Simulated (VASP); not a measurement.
A run of VASP 6.6.1:

The input INCAR:

```
ALGO     = Normal         # electronic algorithm
EDIFF    = 1E-6           # SCF threshold, eV
ENCUT    = 520            # plane-wave cutoff, eV
GGA      = RE             # functional
ISIF     = 2              # what is computed and relaxed
ISMEAR   = -1             # smearing method
IVDW     = 13             # dispersion correction
LASPH    = T              # aspherical terms in the spheres
LCHARG   = F              # write CHGCAR
LREAL    = F              # projectors in reciprocal space
LWAVE    = F              # write WAVECAR
NBANDS   = 15             # bands
NELM     = 100            # most SCF steps
PREC     = Accurate       # precision mode
SIGMA    = 0.05           # smearing width, eV
```

Contents of KPOINTS:

```
k-points
0
Gamma
  10 10 10
```

The input POSCAR:

```
TaN
1.0
    0.0000000000      2.1931766081      2.1931766081
    2.1931766081      0.0000000000      2.1931766081
    2.1931766081      2.1931766081      0.0000000000
Ta N
1 1
Direct
    0.5000000000      0.5000000000      0.5000000000
    0.0000000000      0.0000000000      0.0000000000
```

Potentials or basis: VASP PAW PBE potentials, release 64 (Ta_pv, N).

Run with:

```bash
$ cat potpaw_PBE.64/Ta_pv/POTCAR potpaw_PBE.64/N/POTCAR > POTCAR
$ mpirun -np 1 vasp_std > vasp.out
```

Hardware: 1 thread of AMD EPYC 9R45 96-Core Processor (Zen 5) (shared host).

Q: Estimate the wall time of this run.

A: Wall time 7.5 s on 1 thread of AMD EPYC 9R45 96-Core Processor (Zen 5), with other jobs on the host, peak memory 0.12 GiB. Counts: scf iterations 12, k points 47.
